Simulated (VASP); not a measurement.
Wanted: the native input for a VASP 6.6.1 run.

```
Task                   : single point
Functional             : PBE
Potentials or basis    : VASP PAW PBE potentials, release 64 (Pb_d, Te)
Cutoff                 : 500 eV
k mesh                 : 4 × 4 × 4
Occupations            : gaussian, width 0.01 eV
Spin                   : no spin polarisation
Dipole correction      : no
Further INCAR settings : ALGO = Normal; EDIFF = 1e-06; NBANDS = 17
```

The structure of TePb (m.bgw) lies in POSCAR:

```
TePb
1.0
    0.0000000000      3.2849854823      3.2849854823
    3.2849854823      0.0000000000      3.2849854823
    3.2849854823      3.2849854823      0.0000000000
Pb Te
1 1
Direct
    0.0000000000      0.0000000000      0.0000000000
    0.5000000000      0.5000000000      0.5000000000
```

One way to write it, as run:

INCAR

```
SYSTEM = TePb
ALGO = Normal
EDIFF = 1E-6
ENCUT = 500
GGA = PE
GGA_COMPAT = .False.
ISIF = 2
ISMEAR = 0
LASPH = .True.
LCHARG = .True.
LELF = .True.
LREAL = .False.
LVHAR = .True.
LWAVE = .False.
NBANDS = 17
NELM = 120
PREC = Accurate
SIGMA = 0.01
```

KPOINTS

```
k-points
0
Gamma
  4 4 4
  0 0 0
```

Potentials or basis: VASP PAW PBE potentials, release 64 (Pb_d, Te).

The run is started by

```bash
$ cat potpaw_PBE.64/Pb_d/POTCAR potpaw_PBE.64/Te/POTCAR > POTCAR
$ mpirun -np 1 vasp_std > vasp.out
```

It gave:

The pressure is -0.1 GPa. The band gap on the k mesh is 0.83 eV, direct.

Caveat: spin-orbit coupling is left out, which moves the levels of the heavy elements.

Run time: 14 s on 1 thread of AMD EPYC 9R45 (Zen 5), on a shared host, peak memory 0.17 GiB.
